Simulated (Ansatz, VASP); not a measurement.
# KBr: VASP beside Ansatz

The input INCAR:

```
SYSTEM = KBr
ALGO = Normal
EDIFF = 1E-7
ENCUT = 520
ISIF = 2
ISMEAR = 0
LASPH = .True.
LCHARG = .False.
LREAL = .False.
LWAVE = .False.
NBANDS = 24
NELM = 100
PREC = Accurate
SIGMA = 0.01
```

Contents of KPOINTS:

```
k-points
0
Gamma
  6 6 4
  0 0 0
```

POSCAR

```
KBr
1.0
    4.5593000710      0.0000000000      0.0000000000
   -2.2796500355      3.9484696849      0.0000000000
    0.0000000000      0.0000000000      8.0200670366
K Br
2 2
Direct
    0.0000000000      0.0000000000      0.0000000000
    0.0000000000      0.0000000000      0.5000000000
    0.3333333333      0.6666666667      0.2500000000
    0.6666666667      0.3333333333      0.7500000000
```

Input for Ansatz:

```yaml
crystal:
  lattice:
    - [4.559300071, 0.0, 0.0]
    - [-2.2796500355, 3.9484696849, 0.0]
    - [0.0, 0.0, 8.0200670366]
  atoms:
    - { symbol: K, position: [0.0, 0.0, 0.0] }
    - { symbol: K, position: [0.0, 0.0, 0.5] }
    - { symbol: Br, position: [0.3333333333, 0.6666666667, 0.25] }
    - { symbol: Br, position: [0.6666666667, 0.3333333333, 0.75] }
kpoints:
  mp_grid: { grid: [6, 6, 4] }
  band_path:
    path:
      - [0.0, 0.0, 0.0]
      - [0.5, 0.0, 0.0]
      - [0.3333333333, 0.3333333333, 0.0]
      - [0.0, 0.0, 0.5]
      - [0.5, 0.0, 0.5]
      - [0.3333333333, 0.3333333333, 0.5]
    npoints: 1
hamiltonian:
  xc: lda
scf:
  occupations: { method: fixed }
  n_extra_bands: 5
output:
  forces: true
  stress: true
  eigenvalues: true
  write_density: true
  write_potential: true
  elf: true
  volumetric_format: npy
```

Alike in both runs: task single point; functional LDA; k mesh 6 × 6 × 4; no spin polarisation.

|  | VASP | Ansatz |
| --- | --- | --- |
| version | VASP 6.6.1 | Ansatz 0.2.0 |
| potentials or method | VASP PAW LDA potentials, release 64 (K_sv, Br) | plane waves, PAW |
| plane-wave cutoff (eV) | 520 | 420 |
| occupations | gaussian, width 0.01 eV | fixed |
| valence electrons in the cell | 32 | 32 |

Ansatz gave:

```
gap on the k mesh at the Fermi level (eV)                     : 3.95
pressure (GPa)                                                : -1.7
traceless stress, the component that is largest in VASP (GPa) : -0.10
```

Q: What did VASP give for the same quantities?

A: gap on the k mesh at the Fermi level (eV): 3.96; pressure (GPa): -1.6; traceless stress, the component that is largest in VASP (GPa): -0.09.

LDA's correlation is that of Perdew and Zunger in VASP and of Perdew and Wang (1992) in Ansatz.
